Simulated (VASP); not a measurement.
# AlNi3 (Fm-3m) in VASP: further runs

Runs on AlNi3. Level: PBEsol. Tasks: single point.

Program: VASP 6.6.1. These are calculated values, not measurements. Logs are shortened: lines on timing, memory, paths and dates and some standing lists are left out, and cuts for length are marked.

**1. The cell of the first run**

It takes space group Fm-3m (No. 225, cubic). The conventional cell has a = 5.604 Å, b = 5.604 Å, c = 5.604 Å, α = 90.00°, β = 90.00°, γ = 90.00°. Within 3.2 Å of Al (site symmetry m-3m) lie 14 Ni at 2.43 to 2.80 Å. Within 3.2 Å of Ni (site symmetry -43m) lie 4 Al at 2.43 Å and 10 Ni at 2.43 to 2.80 Å. Ni (site symmetry m-3m) has 8 Ni at 2.43 Å and 6 Al at 2.80 Å within 3.2 Å.

**2. Single point, PBEsol**

The input, INCAR:

```
PREC = Accurate ; ENCUT = 520
EDIFF = 1E-6 ; ISMEAR = 1
SIGMA = 0.01 ; LREAL = False
LASPH = True ; NELM = 100
ALGO = Fast ; ISIF = 2
LWAVE = False ; LCHARG = True
GGA = PS ; LELF = True
LVHAR = True ; NBANDS = 24
```

The input, KPOINTS:

```
regular mesh
0
Gamma
  14 14 14
```

The input, POSCAR:

```
AlNi3
1.0
    0.0000000000      2.8018887551      2.8018887551
    2.8018887551      0.0000000000      2.8018887551
    2.8018887551      2.8018887551      0.0000000000
Al Ni
1 3
Direct
    0.5000000000      0.5000000000      0.5000000000
    0.2500000000      0.2500000000      0.2500000000
    0.0000000000      0.0000000000      0.0000000000
    0.7500000000      0.7500000000      0.7500000000
```

Potentials or basis: VASP PAW PBE potentials, release 64 (Al, Ni).

Launch:

```sh
$ cat potpaw_PBE.64/Al/POTCAR potpaw_PBE.64/Ni/POTCAR > POTCAR
$ mpirun -np 1 vasp_std > vasp.out
```

OUTCAR:

```text
PREC = Accurate
   ENCUT = 520
   EDIFF = 1E-6
   ISMEAR = 1
   LREAL = False
   LASPH = True
   NELM = 100
   ISIF = 2
   GGA = PS

 ion  position               nearest neighbor table
   1  0.500  0.500  0.500-   2 2.43   4 2.43   2 2.43   2 2.43   4 2.43   2 2.43   4 2.43   4 2.43
                             3 2.80   3 2.80   3 2.80   3 2.80   3 2.80   3 2.80
   2  0.250  0.250  0.250-   3 2.43   1 2.43   3 2.43   1 2.43   3 2.43   3 2.43   1 2.43   1 2.43
                             4 2.80   4 2.80   4 2.80   4 2.80   4 2.80   4 2.80
   3  0.000  0.000  0.000-   4 2.43   2 2.43   4 2.43   2 2.43   4 2.43   4 2.43   2 2.43   2 2.43
                             1 2.80   1 2.80   1 2.80   1 2.80   1 2.80   1 2.80
   4  0.750  0.750  0.750-   1 2.43   3 2.43   1 2.43   1 2.43   3 2.43   1 2.43   3 2.43   3 2.43
                             2 2.80   2 2.80   2 2.80   2 2.80   2 2.80   2 2.80

  LATTYP: Found a face centered cubic cell.
 ALAT       =     5.6037775102

  Lattice vectors:

 A1 = (   0.0000000000,   2.8018887551,   2.8018887551)
 A2 = (   2.8018887551,   0.0000000000,   2.8018887551)
 A3 = (   2.8018887551,   2.8018887551,   0.0000000000)

Analysis of symmetry for initial positions (statically):
=====================================================================
 Subroutine PRICEL returns:
 Original cell was already a primitive cell.

 Routine SETGRP: Setting up the symmetry group for a
 face centered cubic supercell.

 Subroutine GETGRP returns: Found 48 space group operations
 (whereof 48 operations were pure point group operations)
 out of a pool of 48 trial point group operations.

The static configuration has the point symmetry O_h .

Analysis of symmetry for dynamics (positions and initial velocities):
=====================================================================
 Subroutine PRICEL returns:
 Original cell was already a primitive cell.

 Routine SETGRP: Setting up the symmetry group for a
 face centered cubic supercell.

 Subroutine GETGRP returns: Found 48 space group operations
 (whereof 48 operations were pure point group operations)
 out of a pool of 48 trial point group operations.

The dynamic configuration has the point symmetry O_h .

 Subroutine INISYM returns: Found 48 space group operations
 (whereof 48 operations are pure point group operations),
 and found     1 'primitive' translations

----------------------------------------------------------------------------------------

                                     Primitive cell

  volume of cell :      43.9929

  direct lattice vectors                    reciprocal lattice vectors
     0.000000000  2.801888755  2.801888755    -0.178451053  0.178451053  0.178451053
     2.801888755  0.000000000  2.801888755     0.178451053 -0.178451053  0.178451053
     2.801888755  2.801888755  0.000000000     0.178451053  0.178451053 -0.178451053

  length of vectors
     3.962469078  3.962469078  3.962469078     0.309086291  0.309086291  0.309086291

  position of ions in fractional coordinates (direct lattice)
     0.500000000  0.500000000  0.500000000
     0.250000000  0.250000000  0.250000000
     0.000000000  0.000000000  0.000000000
     0.750000000  0.750000000  0.750000000

  ion indices of the primitive-cell ions
   primitive index   ion index
                 1           1
                 2           2
                 3           3
                 4           4

----------------------------------------------------------------------------------------

 KPOINTS: regular mesh

Automatic generation of k-mesh.
 Grid dimensions read from file:
 generate k-points for:   14   14   14

 Generating k-lattice:

  Cartesian coordinates                     Fractional coordinates (reciprocal lattice)
    -0.012746504  0.012746504  0.012746504     0.071428571  0.000000000  0.000000000
     0.012746504 -0.012746504  0.012746504     0.000000000  0.071428571  0.000000000
     0.012746504  0.012746504 -0.012746504     0.000000000  0.000000000  0.071428571

  Length of vectors
     0.022077592  0.022077592  0.022077592

  Shift w.r.t. Gamma in fractional coordinates (k-lattice)
     0.000000000  0.000000000  0.000000000

 Subroutine IBZKPT returns following result:
 ===========================================

 Found    104 irreducible k-points:

 Following reciprocal coordinates:
            Coordinates               Weight
  0.000000  0.000000  0.000000      1.000000
  0.071429  0.000000  0.000000      8.000000
  0.142857  0.000000  0.000000      8.000000
  0.214286  0.000000  0.000000      8.000000
  0.285714  0.000000  0.000000      8.000000
  0.357143  0.000000  0.000000      8.000000
[... 16 lines left out ...]
  0.214286  0.142857  0.000000     24.000000
  0.285714  0.142857  0.000000     24.000000
 [... further k-points ...]
   k-points           NKPTS =    104   k-points in BZ     NKDIM =    104   number of bands    NBANDS=     24
   number of dos      NEDOS =    301   number of ions     NIONS =      4
   total plane-waves  NPLWV =  27000
   dimension x,y,z NGX =    30 NGY =   30 NGZ =   30
   dimension x,y,z NGXF=    60 NGYF=   60 NGZF=   60
   ions per type =               1   3
   NGX,Y,Z   is equivalent  to a cutoff of  12.59, 12.59, 12.59 a.u.
   NGXF,Y,Z  is equivalent  to a cutoff of  25.17, 25.17, 25.17 a.u.
 SYSTEM =  unknown system
   PREC   = accura    normal or accurate (medium, high low for compatibility)
   ISTART =      0    job   : 0-new  1-cont  2-samecut
   ICHARG =      2    charge: 1-file 2-atom 10-const
   ISPIN  =      1    spin polarized calculation?
   LNONCOLLINEAR =      F non collinear calculations
   LSORBIT =      F    spin-orbit coupling
   LASPH  =      T    aspherical Exc in radial PAW
   ENCUT  =  520.0 eV  38.22 Ry    6.18 a.u.   7.37  7.37  7.37*2*pi/ulx,y,z
   NELM   =    100;   NELMIN=  2; NELMDL= -5     # of ELM steps
   EDIFF  = 0.1E-05   stopping-criterion for ELM
   LREAL  =      F    real-space projection
   EDIFFG = 0.1E-04   stopping-criterion for IOM
   NSW    =      0    number of steps for IOM
   IBRION =     -1    ionic relax: 0-MD 1-quasi-New 2-CG
   NFREE  =      0    steps in history (QN), initial steepest desc. (CG)
   ISIF   =      2    stress and relaxation
   ISYM   =      2    0-nonsym 1-usesym 2-fastsym
   POTIM  = 0.5000    time-step for ionic-motion
   TEBEG  =    0.0;   TEEND  =   0.0 temperature during run
   PSTRESS=    0.0 pullay stress
   NELECT =      33.0000    total number of electrons
   NUPDOWN=      -1.0000    fix difference up-down
   EMIN   =  10.00;   EMAX   =-10.00  energy-range for DOS
   EFERMI =   0.00;   METHOD = LEGACY
   ISMEAR =     1;   SIGMA  =   0.01  broadening in eV -4-tet -1-fermi 0-gaus
   EFERMI_NEDOS =   21; number of points for ismear=-14 and -15
   IALGO  =     68    algorithm
   IMIX   =      4    mixing-type and parameters
     AMIX     =   0.40;   BMIX     =  1.00
     AMIX_MAG =   1.60;   BMIX_MAG =  1.00
  volume/ion in A,a.u.               =      11.00        74.22
  Fermi-wavevector in a.u.,A,eV,Ry     =   1.487483  2.810935 30.104316  2.212605
  Thomas-Fermi vector in A             =   2.600638
   LORBIT       =      0    0 simple, 1 ext, 2 COOP (PROOUT), +10 PAW based schemes
   GGA     = PS    functional components
   LHFCALC =     F    Hartree Fock is set to
   AEXX    =    0.0000 exact exchange contribution
   IVDW    =     0    specifies the selected vdW correction
   LEPSILON=     F    determine dielectric tensor
   LRPA    =     F    only Hartree local field effects (RPA)
 non-spin polarized calculation
 RMM-DIIS sequential band-by-band and
 Methfessel and Paxton  Order N= 1 SIGMA  =   0.01
  energy-cutoff  :      520.00
  volume of cell :       43.99
 maximum number of plane-waves:      1243
 NGX is ok and might be reduce to    30
   NGX = 15   NGY = 15   NGZ = 15

 number of electron      33.0000016 magnetization

 Free energy of the ion-electron system (eV)
  ---------------------------------------------------
  ext. energy  EPLUGINS =         0.00000000
  ---------------------------------------------------
  free energy    TOTEN  =       -24.07037832 eV

  energy without entropy =      -24.07033975  energy(sigma->0) =      -24.07036547

 E-fermi :   9.8170     XC(G=0): -12.9630

 val. band max:        9.7996861776   @ k =  -0.2857   0.5000   0.2143
 cond. band min:       9.8193432163   @ k =  -0.4286   0.4286   0.0714
 fundamental gap:      0.0196570387
 Fermi energy:         9.8170478596

 k-point     1 :       0.0000    0.0000    0.0000
  band No.  band energies     occupation
      1      -0.4039      2.00000
      2       6.1951      2.00000
      3       6.1951      2.00000
      4       6.3199      2.00000
      5       6.3199      2.00000
      6       6.3199      2.00000
[... 16 lines left out ...]
     23      16.9842      0.00000
     24      18.5011      0.00000

 k-point     2 :       0.0714    0.0000    0.0000
  band No.  band energies     occupation
      1      -0.3278      2.00000
      2       6.1581      2.00000
      3       6.1581      2.00000
      4       6.2785      2.00000
      5       6.3979      2.00000
      6       6.3979      2.00000
[... 16 lines left out ...]
     23      17.3575      0.00000
     24      18.3044      0.00000

 k-point     3 :       0.1429    0.0000    0.0000
  band No.  band energies     occupation
      1      -0.1010      2.00000
      2       6.1279      2.00000
      3       6.1279      2.00000
      4       6.1527      2.00000
      5       6.5457      2.00000
      6       6.5457      2.00000
[... 16 lines left out ...]
     23      17.7923      0.00000
     24      18.1219      0.00000
[... 514 lines left out ...]
 k-point    23 :       0.2143    0.1429    0.0000
  band No.  band energies     occupation
      1       0.2718      2.00000
      2       5.6662      2.00000
      3       6.3774      2.00000
      4       6.4082      2.00000
      5       6.5993      2.00000
      6       6.6445      2.00000
[... 16 lines left out ...]
     23      17.5579      0.00000
     24      19.4204      0.00000

 k-point    24 :       0.2857    0.1429    0.0000
  band No.  band energies     occupation
      1       0.6857      2.00000
      2       5.4986      2.00000
      3       6.2872      2.00000
      4       6.4050      2.00000
      5       6.7613      2.00000
      6       6.7671      2.00000
[... 16 lines left out ...]
     23      17.5364      0.00000
     24      19.5357      0.00000

 [... further k-points ...]

------------------------ aborting loop because EDIFF is reached ----------------------------------------

  FORCE on cell =-STRESS in cart. coord.  units (eV):
  Direction    XX          YY          ZZ          XY          YZ          ZX
  --------------------------------------------------------------------------------------
  -------------------------------------------------------------------------------------
  Total       -0.2103449     -0.2103449     -0.2103449      0.0000000     -0.0000000      0.0000000
  in kB       -7.6605484     -7.6605484     -7.6605484      0.0000000     -0.0000000      0.0000000
  external PRESSURE =      -7.6605484 kB  Pullay stress =       0.0000000 kB

 VOLUME and BASIS-vectors are now :
 -----------------------------------------------------------------------------
  energy-cutoff  :      520.00
  volume of cell :       43.99
      direct lattice vectors                 reciprocal lattice vectors
     0.000000000  2.801888755  2.801888755    -0.178451053  0.178451053  0.178451053
     2.801888755  0.000000000  2.801888755     0.178451053 -0.178451053  0.178451053
     2.801888755  2.801888755  0.000000000     0.178451053  0.178451053 -0.178451053

 POSITION                                       TOTAL-FORCE (eV/Angst)
 -----------------------------------------------------------------------------------
      2.80189      2.80189      2.80189         0.000000     -0.000000     -0.000000
      1.40094      1.40094      1.40094        -0.000000     -0.000000     -0.000000
      0.00000      0.00000      0.00000         0.000000     -0.000000     -0.000000
      4.20283      4.20283      4.20283         0.000000      0.000000      0.000000
 -----------------------------------------------------------------------------------
    total drift:                                0.000000     -0.000000      0.000000

  FREE ENERGIE OF THE ION-ELECTRON SYSTEM (eV)
  ---------------------------------------------------
  free  energy   TOTEN  =       -24.0703783245 eV

  energy  without entropy=      -24.0703397537  energy(sigma->0) =      -24.07036547
```

It took 74 s on 1 thread of AMD EPYC 9R45 (Zen 5), shared host; peak memory 0.2 GiB.

Results:

```
Free energy            : -24.0704 eV
Pressure               : -0.8 GPa
Band gap on the k mesh : zero (an odd number of electrons rules out a gap without spin polarisation)
```

Caveat: the PAW data sets were made with another functional, which shifts forces and pressure a little.

**3. Single point, PBEsol**

The input, INCAR:

```
PREC = Accurate ; ENCUT = 520
EDIFF = 1E-6 ; ISMEAR = 1
SIGMA = 0.05 ; LREAL = False
LASPH = True ; NELM = 60
ALGO = Normal ; ISIF = 2
LWAVE = False ; LCHARG = False
GGA = PS ; NBANDS = 24
```

KPOINTS is that of step 2.

POSCAR is that of step 2.

Potentials or basis: VASP PAW PBE potentials, release 64 (Al, Ni).

Launch:

```sh
$ cat potpaw_PBE.64/Al/POTCAR potpaw_PBE.64/Ni/POTCAR > POTCAR
$ mpirun -np 1 vasp_std > vasp.out
```

Run time: 66 s. Hardware: 1 thread of AMD EPYC 9R45 (Zen 5), shared host; peak memory 0.2 GiB.

Results (log left out):

```
Free energy            : -24.0703 eV
Pressure               : -0.7 GPa
Band gap on the k mesh : zero (an odd number of electrons rules out a gap without spin polarisation)
```

Levels at points of the mesh, in eV from the Fermi level:
```csv
k point,band 13,band 14,band 15,band 16,band 17,band 18,band 19,band 20
"(0.00, 0.00, 0.00)",-0.57,-0.57,-0.52,-0.52,5.44,5.44,5.44,5.92
"(0.50, 0.00, 0.00)",-0.65,-0.65,-0.48,-0.48,-0.15,4.32,4.32,4.80
"(0.50, 0.50, 0.00)",-1.06,-0.75,-0.60,-0.37,-0.36,-0.36,-0.05,4.26
```

Caveat: the PAW data sets were made with another functional, which shifts forces and pressure a little. Spin polarisation is off, so any magnetic state and its effect on volume and gap are missing.

**4. Single point, PBEsol**

The input, INCAR:

```
SYSTEM = AlNi3
ALGO = Normal
EDIFF = 1E-6
ENCUT = 520
GGA = PS
ISIF = 2
ISMEAR = 1
LASPH = .TRUE.
LCHARG = .FALSE.
LREAL = .FALSE.
LWAVE = .FALSE.
NBANDS = 24
NELM = 100
PREC = Accurate
SIGMA = 0.3
```

The input, KPOINTS:

```
k-points
0
G
  14 14 14
  0 0 0
```

POSCAR is that of step 3.

Launch:

```sh
$ cat potpaw_PBE.64/Al/POTCAR potpaw_PBE.64/Ni/POTCAR > POTCAR
$ mpirun -np 1 vasp_std > vasp.out
```

Run time: 70 s. Hardware: 1 thread of AMD EPYC 9R45 (Zen 5), shared host; peak memory 0.2 GiB.

It converged, with:

```
Free energy            : -24.0577 eV
Pressure               : -0.9 GPa
Band gap on the k mesh : zero (an odd number of electrons rules out a gap without spin polarisation)
```

Levels at points of the mesh, in eV from the Fermi level:
```tsv
k point	band 14	band 15	band 16	band 17	band 18	band 19
(0.00, 0.00, 0.00)	-0.52	-0.47	-0.47	5.48	5.48	5.48
(0.50, 0.00, 0.00)	-0.60	-0.43	-0.43	-0.11	4.36	4.36
(0.50, 0.50, 0.00)	-0.71	-0.55	-0.32	-0.31	-0.31	0.00
```

Caveat: so wide a smearing shifts energies and pressures; the PAW data sets were made with another functional, which shifts forces and pressure a little. Spin polarisation is off, so any magnetic state and its effect on volume and gap are missing.

**5. Single point, PBEsol**

The input, INCAR:

```
SYSTEM = AlNi3
ALGO = Fast ; EDIFF = 1E-6
ENCUT = 520 ; GGA = PS
ISIF = 2 ; ISMEAR = 1
LASPH = .TRUE. ; LCHARG = .TRUE.
LELF = .TRUE. ; LREAL = .FALSE.
LVHAR = .TRUE. ; LWAVE = .FALSE.
NBANDS = 24 ; NELM = 60
PREC = Accurate ; SIGMA = 0.5
```

KPOINTS is that of step 4.

POSCAR is that of step 4.

Launch:

```sh
$ cat potpaw_PBE.64/Al/POTCAR potpaw_PBE.64/Ni/POTCAR > POTCAR
$ mpirun -np 1 vasp_std > vasp.out
```

It took 88 s on 1 thread of AMD EPYC 9R45 (Zen 5), shared host; peak memory 0.2 GiB.

It converged, with:

- Free energy: -24.0068 eV
- Pressure: -0.9 GPa
- Band gap on the k mesh: zero (an odd number of electrons rules out a gap without spin polarisation)

Levels at points of the mesh, in eV from the Fermi level:
| k point | band 12 | band 13 | band 14 | band 15 | band 16 | band 17 | band 18 | band 19 | band 20 | band 21 |
| --- | --- | --- | --- | --- | --- | --- | --- | --- | --- | --- |
| (0.00, 0.00, 0.00) | -0.88 | -0.53 | -0.53 | -0.48 | -0.48 | 5.47 | 5.47 | 5.47 | 5.95 | 5.95 |
| (0.50, 0.00, 0.00) | -1.70 | -0.61 | -0.61 | -0.45 | -0.45 | -0.12 | 4.35 | 4.35 | 4.83 | 4.83 |
| (0.50, 0.50, 0.00) | -1.17 | -1.03 | -0.72 | -0.56 | -0.33 | -0.33 | -0.33 | -0.01 | 4.29 | 4.71 |

Caveat: so wide a smearing shifts energies and pressures; the PAW data sets were made with another functional, which shifts forces and pressure a little. Spin polarisation is off, so any magnetic state and its effect on volume and gap are missing.

**6. Overview**

| smearing | gap on the mesh (eV) | pressure (GPa) |
| --- | --- | --- |
| methfessel-paxton 0.01 eV | none | -0.8 |
| methfessel-paxton 0.05 eV | none | -0.7 |
| methfessel-paxton 0.3 eV | none | -0.9 |
| methfessel-paxton 0.5 eV | none | -0.9 |

Alike in all rows: task single point; level PBEsol; potentials or basis VASP PAW PBE potentials, release 64 (Al, Ni); no spin polarisation; cell as given; k mesh 14 × 14 × 14; cutoff (eV) 520.

Caveats: the PAW data sets were made with another functional, which shifts forces and pressure a little; so wide a smearing shifts energies and pressures (at least some runs).

Absolute energies hang on the potentials; compare differences alone.
